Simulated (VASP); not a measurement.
# In (P6_3/mmc) in VASP: single point with PBE

Aim: the single point of In with PBE.

All numbers are computed with VASP 6.6.1; they aren't measurements. Logs are shortened: lines on timing, memory, paths and dates and some standing lists are left out, and cuts for length are marked.

## 1. The cell of the first run

It takes space group P6_3/mmc (No. 194, hexagonal). The conventional cell has a = 3.335 Å, b = 3.335 Å, c = 5.509 Å, α = 90.00°, β = 90.00°, γ = 120.00°. In (site symmetry -6m2) has 12 In at 3.34 to 3.36 Å within 4.4 Å.

This isn't the form of In at room conditions, which is tetragonal.

## 2. Single point, PBE

POSCAR

```
In
1.0
    3.3354847820      0.0000000000      0.0000000000
   -1.6677423910      2.8886145552      0.0000000000
    0.0000000000      0.0000000000      5.5091429200
In
2
Direct
    0.3333333300      0.6666666700      0.2500000000
    0.6666666700      0.3333333300      0.7500000000
```

INCAR.step1

```
ALGO     = Normal         # electronic algorithm
EDIFF    = 1E-6           # SCF threshold, eV
ENCUT    = 400            # plane-wave cutoff, eV
GGA      = PE             # functional
GGA_COMPAT= F            
ISIF     = 2              # what is computed and relaxed
ISMEAR   = 0              # smearing method
LASPH    = T              # aspherical terms in the spheres
LCHARG   = T              # write CHGCAR
LORBIT   = 11             # projections on sites
LREAL    = F              # projectors in reciprocal space
LWAVE    = F              # write WAVECAR
NBANDS   = 20             # bands
NEDOS    = 2001           # points of the DOS
NELM     = 120            # most SCF steps
PREC     = Accurate       # precision mode
SIGMA    = 0.05           # smearing width, eV
```

KPOINTS.step1

```
k-points
0
Gamma
  12 12 6
```

INCAR.step2

```
ALGO     = Normal         # electronic algorithm
EDIFF    = 1E-6           # SCF threshold, eV
ENCUT    = 400            # plane-wave cutoff, eV
GGA      = PE             # functional
GGA_COMPAT= F            
ICHARG   = 11             # starting density
ISIF     = 2              # what is computed and relaxed
ISMEAR   = -5             # smearing method
LASPH    = T              # aspherical terms in the spheres
LCHARG   = F              # write CHGCAR
LORBIT   = 11             # projections on sites
LREAL    = F              # projectors in reciprocal space
LWAVE    = F              # write WAVECAR
NEDOS    = 2001           # points of the DOS
NELM     = 120            # most SCF steps
PREC     = Accurate       # precision mode
SIGMA    = 0.05           # smearing width, eV
```

KPOINTS.step2

```
k-points
0
Gamma
  18 18 9
```

Potentials or basis: VASP PAW PBE potentials, release 64 (In_d).

The run is started by

```
> cat potpaw_PBE.64/In_d/POTCAR > POTCAR
> cp INCAR.step1 INCAR
> cp KPOINTS.step1 KPOINTS
> mpirun -np 1 vasp_std > vasp.out
> cp INCAR.step2 INCAR
> cp KPOINTS.step2 KPOINTS
> mpirun -np 1 vasp_std > vasp.out
```

OUTCAR:

```text
EDIFF = 1E-6
   ENCUT = 400
   GGA = PE
   ICHARG = 11
   ISIF = 2
   ISMEAR = -5
   LASPH = T
   LORBIT = 11
   LREAL = F
   NELM = 120
   PREC = Accurate

 ion  position               nearest neighbor table
   1  0.333  0.667  0.250-   2 3.36   2 3.36   2 3.36   2 3.36   2 3.36   2 3.36
   2  0.667  0.333  0.750-   1 3.36   1 3.36   1 3.36   1 3.36   1 3.36   1 3.36

  LATTYP: Found a hexagonal cell.
 ALAT       =     3.3354847820
 C/A-ratio  =     1.6516768266

  Lattice vectors:

 A1 = (   3.3354847820,   0.0000000000,   0.0000000000)
 A2 = (  -1.6677423910,   2.8886145552,   0.0000000000)
 A3 = (   0.0000000000,   0.0000000000,   5.5091429200)

Analysis of symmetry for initial positions (statically):
=====================================================================
 Subroutine PRICEL returns:
 Original cell was already a primitive cell.

 Routine SETGRP: Setting up the symmetry group for a
 hexagonal supercell.

 Subroutine GETGRP returns: Found 24 space group operations
 (whereof 12 operations were pure point group operations)
 out of a pool of 24 trial point group operations.

The static configuration has the point symmetry D_3d.
 The point group associated with its full space group is D_6h.

Analysis of symmetry for dynamics (positions and initial velocities):
=====================================================================
 Subroutine PRICEL returns:
 Original cell was already a primitive cell.

 Routine SETGRP: Setting up the symmetry group for a
 hexagonal supercell.

 Subroutine GETGRP returns: Found 24 space group operations
 (whereof 12 operations were pure point group operations)
 out of a pool of 24 trial point group operations.

The dynamic configuration has the point symmetry D_3d.
 The point group associated with its full space group is D_6h.

 Subroutine INISYM returns: Found 24 space group operations
 (whereof 12 operations are pure point group operations),
 and found     1 'primitive' translations

----------------------------------------------------------------------------------------

                                     Primitive cell

  volume of cell :      53.0802

  direct lattice vectors                    reciprocal lattice vectors
     3.335484782  0.000000000  0.000000000     0.299806495  0.173093360  0.000000000
    -1.667742391  2.888614555  0.000000000     0.000000000  0.346186721  0.000000000
     0.000000000  0.000000000  5.509142920     0.000000000  0.000000000  0.181516438

  length of vectors
[... 85 lines left out ...]
   LREAL  =      F    real-space projection
   EDIFFG = 0.1E-04   stopping-criterion for IOM
   NSW    =      0    number of steps for IOM
   IBRION =     -1    ionic relax: 0-MD 1-quasi-New 2-CG
   NFREE  =      0    steps in history (QN), initial steepest desc. (CG)
   ISIF   =      2    stress and relaxation
   ISYM   =      2    0-nonsym 1-usesym 2-fastsym
   POTIM  = 0.5000    time-step for ionic-motion
   TEBEG  =    0.0;   TEEND  =   0.0 temperature during run
   PSTRESS=    0.0 pullay stress
   NELECT =      26.0000    total number of electrons
   NUPDOWN=      -1.0000    fix difference up-down
   EMIN   =  10.00;   EMAX   =-10.00  energy-range for DOS
   EFERMI =   0.00;   METHOD = LEGACY
   ISMEAR =    -5;   SIGMA  =   0.05  broadening in eV -4-tet -1-fermi 0-gaus
   EFERMI_NEDOS =   21; number of points for ismear=-14 and -15
   IALGO  =     38    algorithm
   IMIX   =      4    mixing-type and parameters
     AMIX     =   0.40;   BMIX     =  1.00
     AMIX_MAG =   1.60;   BMIX_MAG =  1.00
  volume/ion in A,a.u.               =      26.54       179.10
  Fermi-wavevector in a.u.,A,eV,Ry     =   1.290491  2.438675 22.658704  1.665368
  Thomas-Fermi vector in A             =   2.422320
   LORBIT       =     11    0 simple, 1 ext, 2 COOP (PROOUT), +10 PAW based schemes
   GGA     = PE    functional components
   LHFCALC =     F    Hartree Fock is set to
   AEXX    =    0.0000 exact exchange contribution
   IVDW    =     0    specifies the selected vdW correction
   LEPSILON=     F    determine dielectric tensor
   LRPA    =     F    only Hartree local field effects (RPA)
 non-spin polarized calculation
 Fermi weights with tetrahedron method with Bloechl corrections
  energy-cutoff  :      400.00
  volume of cell :       53.08
 maximum number of plane-waves:       996
 NGX is ok and might be reduce to    24

 number of electron      25.9999991 magnetization

 Free energy of the ion-electron system (eV)
  ---------------------------------------------------
  ext. energy  EPLUGINS =         0.00000000
  ---------------------------------------------------
  free energy    TOTEN  =        -5.09745969 eV

  energy without entropy =       -5.09745969  energy(sigma->0) =       -5.09745969

 E-fermi :   7.4140     XC(G=0): -10.1866

 val. band max:        7.5356869681   @ k =   0.4444   0.1111   0.0000
 cond. band min:       7.2890680839   @ k =   0.3333   0.3333   0.4444
 fundamental gap:     -0.2466188842
 Fermi energy:         7.4140320936

 k-point     1 :       0.0000    0.0000    0.0000
  band No.  band energies     occupation
      1      -7.3219      2.00000
      2      -7.2676      2.00000
      3      -7.2362      2.00000
      4      -7.2362      2.00000
      5      -7.2097      2.00000
      6      -7.2097      2.00000
[... 457 lines left out ...]
      4      -7.2304      2.00000
      5      -7.1310      2.00000
      6      -7.1163      2.00000
[... 9 lines left out ...]
     16      10.0152      0.00000
     17      10.8817      0.00000

 [... further k-points ...]
[... 5 lines left out ...]
  --------------------------------------------------------------------------------------
  -------------------------------------------------------------------------------------
  Total        0.8223010      0.8223010      0.8914528      0.0000000      0.0000000      0.0000000
  in kB       24.8204000     24.8204000     26.9076852      0.0000000      0.0000000      0.0000000
  external PRESSURE =      25.5161618 kB  Pullay stress =       0.0000000 kB

 VOLUME and BASIS-vectors are now :
 -----------------------------------------------------------------------------
  energy-cutoff  :      400.00
  volume of cell :       53.08
      direct lattice vectors                 reciprocal lattice vectors
     3.335484782  0.000000000  0.000000000     0.299806495  0.173093360  0.000000000
    -1.667742391  2.888614555  0.000000000     0.000000000  0.346186721  0.000000000
     0.000000000  0.000000000  5.509142920     0.000000000  0.000000000  0.181516438

 POSITION                                       TOTAL-FORCE (eV/Angst)
 -----------------------------------------------------------------------------------
     -0.00000      1.92574      1.37729         0.000000     -0.000000      0.000000
      1.66774      0.96287      4.13186        -0.000000      0.000000      0.000000
 -----------------------------------------------------------------------------------
    total drift:                               -0.000003      0.000001      0.000000

  FREE ENERGIE OF THE ION-ELECTRON SYSTEM (eV)
  ---------------------------------------------------
  free  energy   TOTEN  =        -5.0974596854 eV

  energy  without entropy=       -5.0974596854  energy(sigma->0) =       -5.09745969

 total charge

# of ion       s       p       d       tot
------------------------------------------
    1        1.011   0.477   9.849  11.336
    2        1.011   0.477   9.849  11.336
--------------------------------------------------
tot          2.022   0.953  19.698  22.672
```

Wall time 2.4 min (1 thread of Intel Xeon 8259CL, shared host); peak memory 0.21 GiB.

Results:

* Valence electrons inside the program's atomic spheres: In 11.34

Caveat: spin-orbit coupling is left out, which moves the levels of the heavy elements.
